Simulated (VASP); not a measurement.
A run of VASP 6.6.1:

File INCAR:

```
SYSTEM = Be27H
  PREC = Accurate
  ENCUT = 520
  EDIFF = 1E-6
  ISMEAR = -1
  SIGMA = 0.15
  LREAL = Auto
  LASPH = .TRUE.
  NELM = 100
  ALGO = Normal
  ISIF = 2
  LWAVE = .FALSE.
  LCHARG = .FALSE.
  GGA = PE
  NBANDS = 48
```

File KPOINTS:

```
Automatic mesh
0
G
  2 2 1
  0 0 0
```

File POSCAR:

```
Be27H
1.0
    6.8700000000      0.0000000000      0.0000000000
    3.4350000000      5.9495950000      0.0000000000
    0.0000000000      0.0000000000     14.5884300000
Be H
27 1
Direct
    0.0000000000      0.0000000000      0.0685474722
    0.3333333333      0.0000000000      0.0685474722
    0.6666666667      0.0000000000      0.0685474722
   -0.0000001401      0.3333336135      0.0685474722
    0.3333331933      0.3333336135      0.0685474722
    0.6666665266      0.3333336135      0.0685474722
   -0.0000002801      0.6666672269      0.0685474722
    0.3333330532      0.6666672269      0.0685474722
    0.6666663865      0.6666672269      0.0685474722
   -0.1337920358      0.2078460803      0.1907950341
    0.2230909862      0.2374279258      0.1980679209
    0.5417058353      0.2346378199      0.2060948299
   -0.1191053037      0.5477011460      0.2174394366
    0.1843691864      0.5157157756      0.2125451471
    0.4852873101      0.5763249431      0.1973070440
   -0.1521126630      0.8969181936      0.2134157000
    0.1988901715      0.9207349408      0.1873128226
    0.5482417571      0.8922792224      0.2168156546
   -0.0041186015     -0.0398850678      0.3119595460
    0.3113113391     -0.0262034643      0.3383091943
    0.6625860709      0.0208249469      0.3313242069
    0.0070105278      0.3311317829      0.3416268920
    0.3352750345      0.2810947636      0.3340044131
    0.6572281488      0.3073486515      0.3238662419
   -0.0745316919      0.6772729909      0.3439986345
    0.3164345782      0.6652385583      0.3192804161
    0.6795818454      0.6082598900      0.3361842227
    0.9008441554      0.2015431302      0.3674418700
```

Potentials or basis: VASP PAW PBE potentials, release 64 (Be, H).

Command:

```sh
$ cat potpaw_PBE.64/Be/POTCAR potpaw_PBE.64/H/POTCAR > POTCAR
$ mpirun -np 1 vasp_std > vasp.out
```

Hardware: 1 thread of Intel(R) Xeon(R) 6975P-C (Granite Rapids) (shared host).

Task: How long does it take, and how much memory?

Result: Run time: 3.6 min on 1 thread of Intel(R) Xeon(R) 6975P-C (Granite Rapids), on a shared host, peak memory 0.62 GiB. Counts: scf iterations 20, k points 4.
